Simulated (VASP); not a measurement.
# K (Im-3m) in VASP: notebook

Runs on K. Level: r2SCAN. Tasks: single point.

Program: VASP 6.6.1. These are calculated values, not measurements. Logs are shortened: lines on timing, memory, paths and dates and some standing lists are left out, and cuts for length are marked.

### Step 1. The cell of the first run

Symmetry: Im-3m, No. 229, cubic system. Conventional cell: a = 5.225 Å, b = 5.225 Å, c = 5.225 Å, α = 90.00°, β = 90.00°, γ = 90.00°.

### Step 2. Single point, r2SCAN

The input, POSCAR:

```
K
1.0
   -2.6125000000      2.6125000000      2.6125000000
    2.6125000000     -2.6125000000      2.6125000000
    2.6125000000      2.6125000000     -2.6125000000
K
1
Direct
    0.0000000000      0.0000000000      0.0000000000
```

The input, INCAR.step1:

```
PREC = Accurate
ENCUT = 520
ISMEAR = 0
SIGMA = 0.1
LREAL = F
LASPH = T
NELM = 60
NBANDS = 10
GGA = PE
ALGO = Normal
EDIFF = 1E-4
LWAVE = T
LCHARG = F
```

The input, INCAR.step2:

```
PREC = Accurate
ENCUT = 520
EDIFF = 1E-6
ISMEAR = 0
SIGMA = 0.1
LREAL = F
LASPH = T
NELM = 60
ALGO = Normal
ISIF = 2
LWAVE = F
LCHARG = F
METAGGA = R2SCAN
LMIXTAU = T
NBANDS = 10
ISTART = 1
```

The input, KPOINTS:

```
Automatic mesh
0
Gamma
  6 6 6
```

Potentials or basis: VASP PAW PBE potentials, release 64 (K_sv).

Run with:

```sh
$ cat potpaw_PBE.64/K_sv/POTCAR > POTCAR
$ cp INCAR.step1 INCAR
$ mpirun -np 1 vasp_std > vasp.out
$ cp INCAR.step2 INCAR
$ mpirun -np 1 vasp_std > vasp.out
```

OUTCAR:

```text
PREC = Accurate
   ENCUT = 520
   EDIFF = 1E-6
   ISMEAR = 0
   LREAL = F
   LASPH = T
   NELM = 60
   ISIF = 2
   METAGGA = R2SCAN
   ISTART = 1

 ion  position               nearest neighbor table
   1  0.000  0.000  0.000-

  LATTYP: Found a body centered cubic cell.
 ALAT       =     5.2250000000

  Lattice vectors:

 A1 = (  -2.6125000000,   2.6125000000,   2.6125000000)
 A2 = (   2.6125000000,  -2.6125000000,   2.6125000000)
 A3 = (   2.6125000000,   2.6125000000,  -2.6125000000)

Analysis of symmetry for initial positions (statically):
=====================================================================
 Subroutine PRICEL returns:
 Original cell was already a primitive cell.

 Routine SETGRP: Setting up the symmetry group for a
 body centered cubic supercell.

 Subroutine GETGRP returns: Found 48 space group operations
 (whereof 48 operations were pure point group operations)
 out of a pool of 48 trial point group operations.

The static configuration has the point symmetry O_h .

Analysis of symmetry for dynamics (positions and initial velocities):
=====================================================================
 Subroutine PRICEL returns:
 Original cell was already a primitive cell.

 Routine SETGRP: Setting up the symmetry group for a
 body centered cubic supercell.

 Subroutine GETGRP returns: Found 48 space group operations
 (whereof 48 operations were pure point group operations)
 out of a pool of 48 trial point group operations.

The dynamic configuration has the point symmetry O_h .

 Subroutine INISYM returns: Found 48 space group operations
 (whereof 48 operations are pure point group operations),
 and found     1 'primitive' translations

----------------------------------------------------------------------------------------

                                     Primitive cell

  volume of cell :      71.3229

  direct lattice vectors                    reciprocal lattice vectors
    -2.612500000  2.612500000  2.612500000     0.000000000  0.191387560  0.191387560
     2.612500000 -2.612500000  2.612500000     0.191387560  0.000000000  0.191387560
     2.612500000  2.612500000 -2.612500000     0.191387560  0.191387560  0.000000000

  length of vectors
     4.524982735  4.524982735  4.524982735     0.270662883  0.270662883  0.270662883

  position of ions in fractional coordinates (direct lattice)
     0.000000000  0.000000000  0.000000000

  ion indices of the primitive-cell ions
   primitive index   ion index
                 1           1

----------------------------------------------------------------------------------------

 KPOINTS: Automatic mesh

Automatic generation of k-mesh.
 Grid dimensions read from file:
 generate k-points for:    6    6    6

 Generating k-lattice:

  Cartesian coordinates                     Fractional coordinates (reciprocal lattice)
     0.000000000  0.031897927  0.031897927     0.166666667  0.000000000  0.000000000
     0.031897927  0.000000000  0.031897927     0.000000000  0.166666667  0.000000000
     0.031897927  0.031897927  0.000000000     0.000000000  0.000000000  0.166666667

  Length of vectors
     0.045110480  0.045110480  0.045110480

  Shift w.r.t. Gamma in fractional coordinates (k-lattice)
     0.000000000  0.000000000  0.000000000

 Subroutine IBZKPT returns following result:
 ===========================================

 Found     16 irreducible k-points:

 Following reciprocal coordinates:
            Coordinates               Weight
  0.000000  0.000000  0.000000      1.000000
  0.166667  0.000000  0.000000     12.000000
  0.333333  0.000000  0.000000     12.000000
  0.500000  0.000000  0.000000      6.000000
  0.166667  0.166667  0.000000     24.000000
  0.333333  0.166667  0.000000     48.000000
[... 8 lines left out ...]
  0.500000  0.500000  0.333333     12.000000
  0.500000  0.500000  0.500000      1.000000
   k-points           NKPTS =     16   k-points in BZ     NKDIM =     16   number of bands    NBANDS=     10
   number of dos      NEDOS =    301   number of ions     NIONS =      1
   total plane-waves  NPLWV =  46656
   dimension x,y,z NGX =    36 NGY =   36 NGZ =   36
   dimension x,y,z NGXF=    72 NGYF=   72 NGZF=   72
   ions per type =               1
   NGX,Y,Z   is equivalent  to a cutoff of  13.23, 13.23, 13.23 a.u.
   NGXF,Y,Z  is equivalent  to a cutoff of  26.45, 26.45, 26.45 a.u.
 SYSTEM =  unknown system
   PREC   = accura    normal or accurate (medium, high low for compatibility)
   ISTART =      1    job   : 0-new  1-cont  2-samecut
   ICHARG =      0    charge: 1-file 2-atom 10-const
   ISPIN  =      1    spin polarized calculation?
   LNONCOLLINEAR =      F non collinear calculations
   LSORBIT =      F    spin-orbit coupling
   LASPH  =      T    aspherical Exc in radial PAW
   ENCUT  =  520.0 eV  38.22 Ry    6.18 a.u.   8.41  8.41  8.41*2*pi/ulx,y,z
   NELM   =     60;   NELMIN=  2; NELMDL=  0     # of ELM steps
   EDIFF  = 0.1E-05   stopping-criterion for ELM
   LREAL  =      F    real-space projection
   EDIFFG = 0.1E-04   stopping-criterion for IOM
   NSW    =      0    number of steps for IOM
   IBRION =     -1    ionic relax: 0-MD 1-quasi-New 2-CG
   NFREE  =      0    steps in history (QN), initial steepest desc. (CG)
   ISIF   =      2    stress and relaxation
   ISYM   =      2    0-nonsym 1-usesym 2-fastsym
   POTIM  = 0.5000    time-step for ionic-motion
   TEBEG  =    0.0;   TEEND  =   0.0 temperature during run
   PSTRESS=    0.0 pullay stress
   NELECT =       9.0000    total number of electrons
   NUPDOWN=      -1.0000    fix difference up-down
   EMIN   =  10.00;   EMAX   =-10.00  energy-range for DOS
   EFERMI =   0.00;   METHOD = LEGACY
   ISMEAR =     0;   SIGMA  =   0.10  broadening in eV -4-tet -1-fermi 0-gaus
   EFERMI_NEDOS =   21; number of points for ismear=-14 and -15
   IALGO  =     38    algorithm
   IMIX   =      4    mixing-type and parameters
     AMIX     =   0.40;   BMIX     =  1.00
     AMIX_MAG =   1.60;   BMIX_MAG =  1.00
  volume/ion in A,a.u.               =      71.32       481.31
  Fermi-wavevector in a.u.,A,eV,Ry     =   0.821131  1.551714  9.173822  0.674257
  Thomas-Fermi vector in A             =   1.932236
   LORBIT       =      0    0 simple, 1 ext, 2 COOP (PROOUT), +10 PAW based schemes
   METAGGA = R2SCAN    functional components
   LHFCALC =     F    Hartree Fock is set to
   AEXX    =    0.0000 exact exchange contribution
   IVDW    =     0    specifies the selected vdW correction
   LEPSILON=     F    determine dielectric tensor
   LRPA    =     F    only Hartree local field effects (RPA)
 non-spin polarized calculation
 Gauss-broadening in eV      SIGMA  =   0.10
  energy-cutoff  :      520.00
  volume of cell :       71.32
 maximum number of plane-waves:      1961
 NGX is ok and might be reduce to    36
   NGX = 17   NGY = 17   NGZ = 17

 number of electron       9.0000000 magnetization

 Free energy of the ion-electron system (eV)
  ---------------------------------------------------
  ext. energy  EPLUGINS =         0.00000000
  ---------------------------------------------------
  free energy    TOTEN  =        -5.99109371 eV

  energy without entropy =       -5.97870915  energy(sigma->0) =       -5.98490143

 E-fermi :   0.0265     XC(G=0):  -5.9857

 val. band max:       -0.2652406305   @ k =   0.1667   0.1667   0.1667
 cond. band min:       0.0376209859   @ k =   0.3333   0.1667   0.0000
 fundamental gap:      0.3028616164
 Fermi energy:         0.0264969155

 k-point     1 :       0.0000    0.0000    0.0000
  band No.  band energies     occupation
      1     -33.6309      2.00000
      2     -16.3003      2.00000
      3     -16.3003      2.00000
      4     -16.3003      2.00000
      5      -2.3427      2.00000
      6       4.7894      0.00000
      7       4.7894      0.00000
      8       4.7894      0.00000
      9       5.7684      0.00000
     10       5.7684      0.00000

 k-point     2 :       0.1667    0.0000    0.0000
  band No.  band energies     occupation
      1     -33.6297      2.00000
      2     -16.3198      2.00000
      3     -16.3066      2.00000
      4     -16.3003      2.00000
      5      -1.9700      2.00000
      6       4.0512      0.00000
      7       4.3528      0.00000
      8       5.0894      0.00000
      9       5.4982      0.00000
     10       5.6866      0.00000

 k-point     3 :       0.3333    0.0000    0.0000
  band No.  band energies     occupation
      1     -33.6272      2.00000
      2     -16.3584      2.00000
      3     -16.3192      2.00000
      4     -16.3003      2.00000
      5      -0.9191      2.00000
      6       2.3550      0.00000
      7       3.7428      0.00000
      8       5.6366      0.00000
      9       5.7979      0.00000
     10       5.9584      0.00000

 k-point     4 :       0.5000    0.0000    0.0000
  band No.  band energies     occupation
      1     -33.6260      2.00000
      2     -16.3774      2.00000
      3     -16.3255      2.00000
      4     -16.3004      2.00000
      5       0.5722      0.00000
      6       0.6612      0.00000
      7       3.5048      0.00000
      8       5.5049      0.00000
      9       6.3415      0.00000
     10       6.4986      0.00000

 k-point     5 :       0.1667    0.1667    0.0000
  band No.  band energies     occupation
      1     -33.6278      2.00000
      2     -16.3460      2.00000
      3     -16.3146      2.00000
      4     -16.3047      2.00000
      5      -1.2573      2.00000
      6       3.1003      0.00000
      7       3.5649      0.00000
      8       5.3609      0.00000
      9       5.5222      0.00000
     10       6.1284      0.00000

 k-point     6 :       0.3333    0.1667    0.0000
  band No.  band energies     occupation
      1     -33.6260      2.00000
      2     -16.3675      2.00000
      3     -16.3296      2.00000
      4     -16.3063      2.00000
      5       0.0376      0.87499
      6       1.6338      0.00000
      7       3.0128      0.00000
      8       5.2849      0.00000
      9       5.9592      0.00000
     10       6.3884      0.00000

 k-point     7 :       0.3333    0.3333    0.0000
  band No.  band energies     occupation
      1     -33.6253      2.00000
      2     -16.3531      2.00000
      3     -16.3531      2.00000
      4     -16.3099      2.00000
      5       1.2478      0.00000
      6       1.2478      0.00000
      7       1.9006      0.00000
      8       5.2695      0.00000
      9       5.9425      0.00000
     10       5.9425      0.00000

 k-point     8 :       0.1667    0.1667    0.1667
  band No.  band energies     occupation
      1     -33.6264      2.00000
      2     -16.3609      2.00000
      3     -16.3174      2.00000
      4     -16.3174      2.00000
      5      -0.2652      1.99996
      6       2.4659      0.00000
      7       2.4659      0.00000
      8       5.0696      0.00000
      9       6.1836      0.00000
     10       6.1836      0.00000

 k-point     9 :       0.3333    0.1667    0.1667
  band No.  band energies     occupation
      1     -33.6257      2.00000
      2     -16.3573      2.00000
      3     -16.3347      2.00000
      4     -16.3188      2.00000
      5       1.0560      0.00000
      6       1.2167      0.00000
      7       2.2567      0.00000
      8       4.3942      0.00000
      9       6.3049      0.00000
     10       6.4097      0.00000

 k-point    10 :      -0.1667    0.1667    0.1667
  band No.  band energies     occupation
      1     -33.6285      2.00000
      2     -16.3236      2.00000
      3     -16.3132      2.00000
      4     -16.3132      2.00000
      5      -1.6085      2.00000
      6       4.0831      0.00000
      7       4.1936      0.00000
      8       4.1936      0.00000
      9       5.2200      0.00000
     10       6.2763      0.00000

 k-point    11 :      -0.3333    0.3333    0.1667
  band No.  band energies     occupation
      1     -33.6262      2.00000
      2     -16.3548      2.00000
      3     -16.3263      2.00000
      4     -16.3149      2.00000
      5      -0.5914      2.00000
      6       2.5013      0.00000
      7       3.7852      0.00000
      8       4.3053      0.00000
      9       5.9133      0.00000
     10       5.9656      0.00000

 k-point    12 :       0.5000    0.5000    0.1667
  band No.  band energies     occupation
      1     -33.6250      2.00000
      2     -16.3717      2.00000
      3     -16.3329      2.00000
      4     -16.3141      2.00000
      5       0.8394      0.00000
      6       0.9248      0.00000
      7       3.5984      0.00000
      8       4.1728      0.00000
      9       5.8641      0.00000
     10       7.1960      0.00000

 k-point    13 :      -0.3333    0.5000    0.1667
  band No.  band energies     occupation
      1     -33.6245      2.00000
      2     -16.3620      2.00000
      3     -16.3447      2.00000
      4     -16.3197      2.00000
      5       0.5932      0.00000
      6       1.8092      0.00000
      7       2.7546      0.00000
      8       4.7060      0.00000
      9       5.2849      0.00000
     10       6.4680      0.00000

 k-point    14 :      -0.3333    0.3333    0.3333
  band No.  band energies     occupation
      1     -33.6241      2.00000
      2     -16.3507      2.00000
      3     -16.3404      2.00000
      4     -16.3404      2.00000
      5       0.3023      0.00010
      6       2.3684      0.00000
      7       3.8038      0.00000
      8       3.8038      0.00000
      9       4.6044      0.00000
     10       6.2789      0.00000

 k-point    15 :       0.5000    0.5000    0.3333
  band No.  band energies     occupation
      1     -33.6231      2.00000
      2     -16.3605      2.00000
      3     -16.3475      2.00000
      4     -16.3413      2.00000
      5       1.3383      0.00000
      6       1.6244      0.00000
      7       3.4382      0.00000
      8       3.7821      0.00000
      9       4.6532      0.00000
     10       7.0083      0.00000

 k-point    16 :       0.5000    0.5000    0.5000
  band No.  band energies     occupation
      1     -33.6221      2.00000
      2     -16.3548      2.00000
      3     -16.3548      2.00000
      4     -16.3548      2.00000
      5       1.7630      0.00000
      6       1.7630      0.00000
      7       3.8704      0.00000
      8       3.8704      0.00000
      9       3.8704      0.00000
     10       6.6789      0.00000

------------------------ aborting loop because EDIFF is reached ----------------------------------------

  FORCE on cell =-STRESS in cart. coord.  units (eV):
  Direction    XX          YY          ZZ          XY          YZ          ZX
  --------------------------------------------------------------------------------------
  -------------------------------------------------------------------------------------
  Total        0.1237843      0.1237843      0.1237843     -0.0000000     -0.0000000      0.0000000
  in kB        2.7806549      2.7806549      2.7806549     -0.0000000     -0.0000000      0.0000000
  external PRESSURE =       2.7806549 kB  Pullay stress =       0.0000000 kB

 VOLUME and BASIS-vectors are now :
 -----------------------------------------------------------------------------
  energy-cutoff  :      520.00
  volume of cell :       71.32
      direct lattice vectors                 reciprocal lattice vectors
    -2.612500000  2.612500000  2.612500000     0.000000000  0.191387560  0.191387560
     2.612500000 -2.612500000  2.612500000     0.191387560  0.000000000  0.191387560
     2.612500000  2.612500000 -2.612500000     0.191387560  0.191387560  0.000000000

 POSITION                                       TOTAL-FORCE (eV/Angst)
 -----------------------------------------------------------------------------------
      0.00000      0.00000      0.00000         0.000000     -0.000000      0.000000
 -----------------------------------------------------------------------------------
    total drift:                               -0.000000     -0.000000      0.000000

  FREE ENERGIE OF THE ION-ELECTRON SYSTEM (eV)
  ---------------------------------------------------
  free  energy   TOTEN  =        -5.9910937063 eV

  energy  without entropy=       -5.9787091498  energy(sigma->0) =       -5.98490143
```

Run time: 76 s. Hardware: 1 thread of Oxide Virtual Turin-like, shared host; peak memory 0.18 GiB.

What came out:

| Quantity | Value |
| --- | --- |
| Free energy | -5.9911 eV |
| Pressure | 0.3 GPa |

Caveat: the PAW data sets were made with another functional, which shifts forces and pressure a little.

### Step 3. Single point, r2SCAN (volume scaled by 0.94)

The input, POSCAR:

```
K
1.0
   -2.6148243379      2.6148243379      2.6148243379
    2.6148243379     -2.6148243379      2.6148243379
    2.6148243379      2.6148243379     -2.6148243379
K
1
Direct
    0.0000000000      0.0000000000      0.0000000000
```

The input, INCAR.step1:

```
PREC     = Accurate       # precision mode
ENCUT    = 520            # plane-wave cutoff, eV
ISMEAR   = 0              # smearing method
SIGMA    = 0.1            # smearing width, eV
LREAL    = False          # projectors in reciprocal space
LASPH    = True           # aspherical terms in the spheres
NELM     = 60             # most SCF steps
NBANDS   = 10             # bands
GGA      = PE             # functional
ALGO     = Normal         # electronic algorithm
EDIFF    = 1E-4           # SCF threshold, eV
LWAVE    = True           # write WAVECAR
LCHARG   = False          # write CHGCAR
```

The input, INCAR.step2:

```
PREC     = Accurate       # precision mode
ENCUT    = 520            # plane-wave cutoff, eV
EDIFF    = 1E-6           # SCF threshold, eV
ISMEAR   = 0              # smearing method
SIGMA    = 0.1            # smearing width, eV
LREAL    = False          # projectors in reciprocal space
LASPH    = True           # aspherical terms in the spheres
NELM     = 60             # most SCF steps
ALGO     = Normal         # electronic algorithm
ISIF     = 2              # what is computed and relaxed
LWAVE    = False          # write WAVECAR
LCHARG   = True           # write CHGCAR
METAGGA  = R2SCAN         # meta-GGA
LMIXTAU  = True         
LELF     = True           # ELF
LVHAR    = True         
NBANDS   = 10             # bands
ISTART   = 1
```

The input, KPOINTS:

```
Automatic mesh
0
Gamma
  12 12 12
```

Potentials or basis: VASP PAW PBE potentials, release 64 (K_sv).

Run with:

```sh
$ cat potpaw_PBE.64/K_sv/POTCAR > POTCAR
$ cp INCAR.step1 INCAR
$ mpirun -np 1 vasp_std > vasp.out
$ cp INCAR.step2 INCAR
$ mpirun -np 1 vasp_std > vasp.out
```

Wall time 4.5 min (1 thread of Oxide Virtual Turin-like, shared host); peak memory 0.2 GiB.

Results (log left out):

```
Free energy : -6.0088 eV
Pressure    : 0.2 GPa
```

Levels at points of the mesh, in eV from the Fermi level:
| k point | band 1 | band 2 | band 3 | band 4 | band 5 | band 6 | band 7 | band 8 | band 9 |
| --- | --- | --- | --- | --- | --- | --- | --- | --- | --- |
| (0.00, 0.00, 0.00) | -33.62 | -16.29 | -16.29 | -16.29 | -2.32 | 4.80 | 4.80 | 4.80 | 5.78 |
| (0.50, 0.00, 0.00) | -33.61 | -16.37 | -16.31 | -16.29 | 0.59 | 0.67 | 3.52 | 5.51 | 6.35 |
| (0.50, 0.50, 0.50) | -33.61 | -16.34 | -16.34 | -16.34 | 1.78 | 1.78 | 3.87 | 3.87 | 3.87 |

Caveat: the PAW data sets were made with another functional, which shifts forces and pressure a little.

[end of part 1 of 2]
